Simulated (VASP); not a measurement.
# S (Fm-3m) in VASP: further runs

S is run at these levels: PBEsol+D3(BJ); tasks: single point.

Program: VASP 6.6.1. These are calculated values, not measurements. Logs are shortened: lines on timing, memory, paths and dates and some standing lists are left out, and cuts for length are marked.

### Step 1. The cell of the first run

Symmetry: Fm-3m, No. 225, cubic system. Conventional cell: a = 3.879 Å, b = 3.879 Å, c = 3.879 Å, α = 90.00°, β = 90.00°, γ = 90.00°. Within 3.6 Å of S (site symmetry m-3m) lie 12 S at 2.74 Å.

### Step 2. Single point, PBEsol+D3(BJ)

File INCAR:

```
  PREC = Accurate
  ENCUT = 520
  EDIFF = 1E-6
  ISMEAR = -1
  SIGMA = 0.01
  LREAL = False
  LASPH = True
  NELM = 100
  ALGO = Normal
  ISIF = 2
  LWAVE = False
  LCHARG = False
  GGA = PS
  IVDW = 12
  NBANDS = 9
```

File KPOINTS:

```
regular mesh
0
Gamma
  10 10 10
```

File POSCAR:

```
S
1.0
    0.0000000000      1.9396825256      1.9396825256
    1.9396825256      0.0000000000      1.9396825256
    1.9396825256      1.9396825256      0.0000000000
S
1
Direct
    0.0000000000      0.0000000000      0.0000000000
```

Potentials or basis: VASP PAW PBE potentials, release 64 (S).

The run is started by

```bash
$ cat potpaw_PBE.64/S/POTCAR > POTCAR
$ mpirun -np 1 vasp_std > vasp.out
```

OUTCAR:

```text
PREC = Accurate
   ENCUT = 520
   EDIFF = 1E-6
   ISMEAR = -1
   LREAL = False
   LASPH = True
   NELM = 100
   ISIF = 2
   GGA = PS
   IVDW = 12
 IVDW          = 12

 ion  position               nearest neighbor table
   1  0.000  0.000  0.000-

  LATTYP: Found a face centered cubic cell.
 ALAT       =     3.8793650512

  Lattice vectors:

 A1 = (   0.0000000000,   1.9396825256,   1.9396825256)
 A2 = (   1.9396825256,   0.0000000000,   1.9396825256)
 A3 = (   1.9396825256,   1.9396825256,   0.0000000000)

Analysis of symmetry for initial positions (statically):
=====================================================================
 Subroutine PRICEL returns:
 Original cell was already a primitive cell.

 Routine SETGRP: Setting up the symmetry group for a
 face centered cubic supercell.

 Subroutine GETGRP returns: Found 48 space group operations
 (whereof 48 operations were pure point group operations)
 out of a pool of 48 trial point group operations.

The static configuration has the point symmetry O_h .

Analysis of symmetry for dynamics (positions and initial velocities):
=====================================================================
 Subroutine PRICEL returns:
 Original cell was already a primitive cell.

 Routine SETGRP: Setting up the symmetry group for a
 face centered cubic supercell.

 Subroutine GETGRP returns: Found 48 space group operations
 (whereof 48 operations were pure point group operations)
 out of a pool of 48 trial point group operations.

The dynamic configuration has the point symmetry O_h .

 Subroutine INISYM returns: Found 48 space group operations
 (whereof 48 operations are pure point group operations),
 and found     1 'primitive' translations

----------------------------------------------------------------------------------------

                                     Primitive cell

  volume of cell :      14.5956

  direct lattice vectors                    reciprocal lattice vectors
     0.000000000  1.939682526  1.939682526    -0.257774143  0.257774143  0.257774143
     1.939682526  0.000000000  1.939682526     0.257774143 -0.257774143  0.257774143
     1.939682526  1.939682526  0.000000000     0.257774143  0.257774143 -0.257774143

  length of vectors
     2.743125334  2.743125334  2.743125334     0.446477912  0.446477912  0.446477912

  position of ions in fractional coordinates (direct lattice)
     0.000000000  0.000000000  0.000000000

  ion indices of the primitive-cell ions
   primitive index   ion index
                 1           1

----------------------------------------------------------------------------------------

 KPOINTS: regular mesh

Automatic generation of k-mesh.
 Grid dimensions read from file:
 generate k-points for:   10   10   10

 Generating k-lattice:

  Cartesian coordinates                     Fractional coordinates (reciprocal lattice)
    -0.025777414  0.025777414  0.025777414     0.100000000  0.000000000  0.000000000
     0.025777414 -0.025777414  0.025777414     0.000000000  0.100000000  0.000000000
     0.025777414  0.025777414 -0.025777414     0.000000000  0.000000000  0.100000000

  Length of vectors
     0.044647791  0.044647791  0.044647791

  Shift w.r.t. Gamma in fractional coordinates (k-lattice)
     0.000000000  0.000000000  0.000000000

 Subroutine IBZKPT returns following result:
 ===========================================

 Found     47 irreducible k-points:

 Following reciprocal coordinates:
            Coordinates               Weight
  0.000000  0.000000  0.000000      1.000000
  0.100000  0.000000  0.000000      8.000000
  0.200000  0.000000  0.000000      8.000000
  0.300000  0.000000  0.000000      8.000000
  0.400000  0.000000  0.000000      8.000000
  0.500000  0.000000  0.000000      4.000000
[... 16 lines left out ...]
  0.300000  0.300000  0.000000      6.000000
  0.400000  0.300000  0.000000     24.000000
 [... further k-points ...]
   k-points           NKPTS =     47   k-points in BZ     NKDIM =     47   number of bands    NBANDS=      9
   number of dos      NEDOS =    301   number of ions     NIONS =      1
   total plane-waves  NPLWV =   8000
   dimension x,y,z NGX =    20 NGY =   20 NGZ =   20
   dimension x,y,z NGXF=    40 NGYF=   40 NGZF=   40
   ions per type =               1
   NGX,Y,Z   is equivalent  to a cutoff of  12.12, 12.12, 12.12 a.u.
   NGXF,Y,Z  is equivalent  to a cutoff of  24.24, 24.24, 24.24 a.u.
 SYSTEM =  unknown system
   PREC   = accura    normal or accurate (medium, high low for compatibility)
   ISTART =      0    job   : 0-new  1-cont  2-samecut
   ICHARG =      2    charge: 1-file 2-atom 10-const
   ISPIN  =      1    spin polarized calculation?
   LNONCOLLINEAR =      F non collinear calculations
   LSORBIT =      F    spin-orbit coupling
   LASPH  =      T    aspherical Exc in radial PAW
   ENCUT  =  520.0 eV  38.22 Ry    6.18 a.u.   5.10  5.10  5.10*2*pi/ulx,y,z
   NELM   =    100;   NELMIN=  2; NELMDL= -5     # of ELM steps
   EDIFF  = 0.1E-05   stopping-criterion for ELM
   LREAL  =      F    real-space projection
   EDIFFG = 0.1E-04   stopping-criterion for IOM
   NSW    =      0    number of steps for IOM
   IBRION =     -1    ionic relax: 0-MD 1-quasi-New 2-CG
   NFREE  =      0    steps in history (QN), initial steepest desc. (CG)
   ISIF   =      2    stress and relaxation
   ISYM   =      2    0-nonsym 1-usesym 2-fastsym
   POTIM  = 0.5000    time-step for ionic-motion
   TEBEG  =    0.0;   TEEND  =   0.0 temperature during run
   PSTRESS=    0.0 pullay stress
   NELECT =       6.0000    total number of electrons
   NUPDOWN=      -1.0000    fix difference up-down
   EMIN   =  10.00;   EMAX   =-10.00  energy-range for DOS
   EFERMI =   0.00;   METHOD = LEGACY
   ISMEAR =    -1;   SIGMA  =   0.01  broadening in eV -4-tet -1-fermi 0-gaus
   EFERMI_NEDOS =   21; number of points for ismear=-14 and -15
   IALGO  =     38    algorithm
   IMIX   =      4    mixing-type and parameters
     AMIX     =   0.40;   BMIX     =  1.00
     AMIX_MAG =   1.60;   BMIX_MAG =  1.00
  volume/ion in A,a.u.               =      14.60        98.50
  Fermi-wavevector in a.u.,A,eV,Ry     =   1.217263  2.300294 20.160166  1.481730
  Thomas-Fermi vector in A             =   2.352590
   LORBIT       =      0    0 simple, 1 ext, 2 COOP (PROOUT), +10 PAW based schemes
   GGA     = PS    functional components
   LHFCALC =     F    Hartree Fock is set to
   AEXX    =    0.0000 exact exchange contribution
   IVDW    =    12    specifies the selected vdW correction
   LEPSILON=     F    determine dielectric tensor
   LRPA    =     F    only Hartree local field effects (RPA)
 non-spin polarized calculation
  energy-cutoff  :      520.00
  volume of cell :       14.60
 maximum number of plane-waves:       411
   NGX = 11   NGY = 11   NGZ = 11

 number of electron       5.9999998 magnetization

 Free energy of the ion-electron system (eV)
  ---------------------------------------------------
  ext. energy  EPLUGINS =         0.00000000
  ---------------------------------------------------
  free energy    TOTEN  =        -3.34905373 eV

  energy without entropy =       -3.34865024  energy(sigma->0) =       -3.34885198

 E-fermi :   8.5226     XC(G=0): -11.6936

 val. band max:        8.4931832816   @ k =   0.4000   0.3000   0.0000
 cond. band min:       8.5291986671   @ k =   0.5000   0.3000   0.0000
 fundamental gap:      0.0360153854
 Fermi energy:         8.5226380812

 k-point     1 :       0.0000    0.0000    0.0000
  band No.  band energies     occupation
      1      -8.9658      2.00000
      2      12.3018      0.00000
      3      12.3018      0.00000
      4      12.3018      0.00000
      5      20.7683      0.00000
      6      20.7683      0.00000
      7      20.7683      0.00000
      8      24.1782      0.00000
      9      26.5537      0.00000

 k-point     2 :       0.1000    0.0000    0.0000
  band No.  band energies     occupation
      1      -8.7081      2.00000
      2      10.8806      0.00000
      3      12.0982      0.00000
      4      12.0982      0.00000
      5      20.3647      0.00000
      6      21.2017      0.00000
      7      21.2017      0.00000
      8      24.9529      0.00000
      9      25.8284      0.00000

 k-point     3 :       0.2000    0.0000    0.0000
  band No.  band energies     occupation
      1      -7.9461      2.00000
      2       7.8680      2.00000
      3      11.6509      0.00000
      4      11.6509      0.00000
      5      19.5413      0.00000
      6      21.6851      0.00000
      7      21.6851      0.00000
      8      25.3651      0.00000
      9      25.3651      0.00000

 k-point     4 :       0.3000    0.0000    0.0000
  band No.  band energies     occupation
      1      -6.7270      2.00000
      2       4.6217      2.00000
      3      11.2148      0.00000
      4      11.2148      0.00000
      5      18.8554      0.00000
      6      21.0077      0.00000
      7      21.0077      0.00000
      8      26.9899      0.00000
      9      27.0213      0.00000

 k-point     5 :       0.4000    0.0000    0.0000
  band No.  band energies     occupation
      1      -5.2247      2.00000
      2       1.7986      2.00000
      3      10.9263      0.00000
      4      10.9263      0.00000
      5      18.4503      0.00000
      6      20.2160      0.00000
      7      20.2160      0.00000
      8      26.2274      0.00000
      9      29.6093      0.00000

 k-point     6 :       0.5000    0.0000    0.0000
  band No.  band energies     occupation
      1      -4.2831      2.00000
      2       0.4035      2.00000
      3      10.8279      0.00000
      4      10.8279      0.00000
      5      18.3201      0.00000
      6      19.9162      0.00000
      7      19.9162      0.00000
      8      25.8903      0.00000
      9      31.1804      0.00000
[... 169 lines left out ...]
 k-point    21 :      -0.3000    0.2000    0.0000
  band No.  band energies     occupation
      1      -4.9156      2.00000
      2       3.3931      2.00000
      3       6.5623      2.00000
      4      10.6056      0.00000
      5      18.2437      0.00000
      6      22.0259      0.00000
      7      22.4161      0.00000
      8      25.9296      0.00000
      9      26.1195      0.00000

 k-point    22 :      -0.2000    0.2000    0.0000
  band No.  band energies     occupation
      1      -6.3151      2.00000
      2       5.7505      2.00000
      3       7.2839      2.00000
      4      11.3803      0.00000
      5      19.8016      0.00000
      6      21.3392      0.00000
      7      22.6427      0.00000
      8      23.5513      0.00000
      9      25.0201      0.00000

 k-point    23 :       0.3000    0.3000    0.0000
  band No.  band energies     occupation
      1      -5.9601      2.00000
      2       6.3394      2.00000
      3       8.8518      0.00000
      4       8.8518      0.00000
      5      15.5283      0.00000
      6      16.3444      0.00000
      7      27.5806      0.00000
      8      27.5806      0.00000
      9      29.1637      0.00000

 k-point    24 :       0.4000    0.3000    0.0000
  band No.  band energies     occupation
      1      -4.8086      2.00000
      2       4.6227      2.00000
      3       7.5691      2.00000
      4       8.4932      1.90010
      5      15.2199      0.00000
      6      16.4528      0.00000
      7      27.4084      0.00000
      8      28.0652      0.00000
      9      31.1791      0.00000

 [... further k-points ...]

------------------------ aborting loop because EDIFF is reached ----------------------------------------

 Edisp (eV)   -0.32738

 E8    (eV) :    -0.1881

  FORCE on cell =-STRESS in cart. coord.  units (eV):
  Direction    XX          YY          ZZ          XY          YZ          ZX
  --------------------------------------------------------------------------------------
  -------------------------------------------------------------------------------------
  Total      -0.18949    -0.18949    -0.18949    -0.00000     0.00000    -0.00000
  in kB     -20.80090   -20.80090   -20.80090    -0.00000     0.00000    -0.00000
  external pressure =      -20.80 kB  Pullay stress =        0.00 kB

 VOLUME and BASIS-vectors are now :
 -----------------------------------------------------------------------------
  energy-cutoff  :      520.00
  volume of cell :       14.60
      direct lattice vectors                 reciprocal lattice vectors
     0.000000000  1.939682526  1.939682526    -0.257774143  0.257774143  0.257774143
     1.939682526  0.000000000  1.939682526     0.257774143 -0.257774143  0.257774143
     1.939682526  1.939682526  0.000000000     0.257774143  0.257774143 -0.257774143

 POSITION                                       TOTAL-FORCE (eV/Angst)
 -----------------------------------------------------------------------------------
      0.00000      0.00000      0.00000         0.000000      0.000000      0.000000
 -----------------------------------------------------------------------------------
    total drift:                                0.000000     -0.000000     -0.000000

  FREE ENERGIE OF THE ION-ELECTRON SYSTEM (eV)
  ---------------------------------------------------
  free  energy   TOTEN  =        -3.6764297280 eV

  energy  without entropy=       -3.6760262450  energy(sigma->0) =       -3.67622799
```

It took 7.6 s on 1 thread of AMD EPYC 7R13, shared host; peak memory 0.1 GiB.

Results:

- Free energy: -3.6764 eV
- Pressure: -2.1 GPa
- Band gap on the k mesh: zero (band 3 reaches 12.30 eV, above the bottom of band 4 at 5.82 eV)
- Dispersion energy per atom: -0.327 eV

Caveat: three body term missing; the PAW data sets were made with another functional, which shifts forces and pressure a little; pairwise dispersion overbinds metals, which lowers pressure and volume.

### Step 3. Single point, PBEsol+D3(BJ)

This run uses another cell than the first one, of 15.02 Å³/atom, 1.029 times its volume.

File INCAR:

```
SYSTEM = S
PREC = Accurate ; ENCUT = 520
EDIFF = 1E-6 ; ISMEAR = -1
SIGMA = 0.01 ; LREAL = .False.
LASPH = .True. ; NELM = 60
ALGO = Normal ; ISIF = 2
LWAVE = .False. ; LCHARG = .False.
GGA = PS ; IVDW = 12
NBANDS = 9
```

File KPOINTS:

```
regular mesh
0
Gamma
  10 10 10
  0 0 0
```

File POSCAR:

```
S
1.0
    0.0000000000      1.9582452087      1.9582452087
    1.9582452087      0.0000000000      1.9582452087
    1.9582452087      1.9582452087      0.0000000000
S
1
Direct
    0.0000000000      0.0000000000      0.0000000000
```

Potentials or basis: VASP PAW PBE potentials, release 64 (S).

The run is started by

```bash
$ cat potpaw_PBE.64/S/POTCAR > POTCAR
$ mpirun -np 1 vasp_std > vasp.out
```

OUTCAR:

```text
SYSTEM = S
   PREC = Accurate
   ENCUT = 520
   EDIFF = 1E-6
   ISMEAR = -1
   LREAL = .False.
   LASPH = .True.
   NELM = 60
   ISIF = 2
   GGA = PS
   IVDW = 12
 IVDW          = 12

 ion  position               nearest neighbor table
   1  0.000  0.000  0.000-

  LATTYP: Found a face centered cubic cell.
 ALAT       =     3.9164904174

  Lattice vectors:

 A1 = (   0.0000000000,   1.9582452087,   1.9582452087)
 A2 = (   1.9582452087,   0.0000000000,   1.9582452087)
 A3 = (   1.9582452087,   1.9582452087,   0.0000000000)

Analysis of symmetry for initial positions (statically):
=====================================================================
 Subroutine PRICEL returns:
 Original cell was already a primitive cell.

 Routine SETGRP: Setting up the symmetry group for a
 face centered cubic supercell.

 Subroutine GETGRP returns: Found 48 space group operations
 (whereof 48 operations were pure point group operations)
 out of a pool of 48 trial point group operations.

[... 163 lines left out ...]
 cond. band min:       8.0872880109   @ k =   0.5000   0.3000   0.0000
 fundamental gap:      0.0337242564
 Fermi energy:         8.0811567144

 k-point     1 :       0.0000    0.0000    0.0000
  band No.  band energies     occupation
      1      -9.0953      2.00000
      2      11.6953      0.00000
      3      11.6953      0.00000
      4      11.6953      0.00000
      5      20.3164      0.00000
      6      20.3164      0.00000
      7      20.3164      0.00000
      8      23.2539      0.00000
      9      25.9621      0.00000
[... 265 lines left out ...]
 k-point    24 :       0.4000    0.3000    0.0000
  band No.  band energies     occupation
      1      -5.0766      2.00000
      2       4.2286      2.00000
      3       7.1812      2.00000
      4       8.0536      1.88087
      5      14.8634      0.00000
      6      16.0382      0.00000
      7      26.7588      0.00000
      8      27.3455      0.00000
      9      30.4576      0.00000

 [... further k-points ...]

------------------------ aborting loop because EDIFF is reached ----------------------------------------

 Edisp (eV)   -0.31780

 E8    (eV) :    -0.1825

  FORCE on cell =-STRESS in cart. coord.  units (eV):
  Direction    XX          YY          ZZ          XY          YZ          ZX
  --------------------------------------------------------------------------------------
  -------------------------------------------------------------------------------------
  Total      -0.44747    -0.44747    -0.44747     0.00000    -0.00000     0.00000
  in kB     -47.73611   -47.73611   -47.73611     0.00000    -0.00000     0.00000
  external pressure =      -47.74 kB  Pullay stress =        0.00 kB

 VOLUME and BASIS-vectors are now :
 -----------------------------------------------------------------------------
  energy-cutoff  :      520.00
  volume of cell :       15.02
      direct lattice vectors                 reciprocal lattice vectors
     0.000000000  1.958245209  1.958245209    -0.255330639  0.255330639  0.255330639
     1.958245209  0.000000000  1.958245209     0.255330639 -0.255330639  0.255330639
     1.958245209  1.958245209  0.000000000     0.255330639  0.255330639 -0.255330639

 POSITION                                       TOTAL-FORCE (eV/Angst)
 -----------------------------------------------------------------------------------
      0.00000      0.00000      0.00000         0.000000      0.000000      0.000000
 -----------------------------------------------------------------------------------
    total drift:                                0.000000      0.000000     -0.000000

  FREE ENERGIE OF THE ION-ELECTRON SYSTEM (eV)
  ---------------------------------------------------
  free  energy   TOTEN  =        -3.6675300918 eV

  energy  without entropy=       -3.6671099564  energy(sigma->0) =       -3.66732002
```

OSZICAR:

```text
N       E                     dE             d eps       ncg     rms          rms(c)
DAV:   1     0.747482455472E+01    0.74748E+01   -0.28656E+03   870   0.549E+02
DAV:   2    -0.316574729684E+01   -0.10641E+02   -0.10139E+02  1249   0.782E+01
DAV:   3    -0.335611113034E+01   -0.19036E+00   -0.19001E+00   937   0.935E+00
DAV:   4    -0.335671322607E+01   -0.60210E-03   -0.60205E-03  1182   0.584E-01
DAV:   5    -0.335671420340E+01   -0.97733E-06   -0.97732E-06  1027   0.211E-02    0.864E+00
DAV:   6    -0.335109507044E+01    0.56191E-02   -0.65784E-03   930   0.424E-01    0.518E+00
DAV:   7    -0.334985943749E+01    0.12356E-02   -0.97290E-03   893   0.526E-01    0.181E-01
DAV:   8    -0.334972763302E+01    0.13180E-03   -0.50138E-04   899   0.120E-01    0.238E-02
DAV:   9    -0.334972804280E+01   -0.40978E-06   -0.34119E-06   999   0.150E-02
   1 F= -.36675301E+01 E0= -.36673200E+01  d E =-.420135E-03
```

Wall time 11 s (1 thread of AMD EPYC 7R13, shared host); peak memory 0.11 GiB.

Results:

```
Free energy                : -3.6675 eV
Pressure                   : -4.8 GPa
Band gap on the k mesh     : zero (band 3 reaches 11.70 eV, above the bottom of band 4 at 5.51 eV)
Dispersion energy per atom : -0.318 eV
```

Caveat: three body term missing; the PAW data sets were made with another functional, which shifts forces and pressure a little; pairwise dispersion overbinds metals, which lowers pressure and volume.

(Part 1 of 2 ends here.)
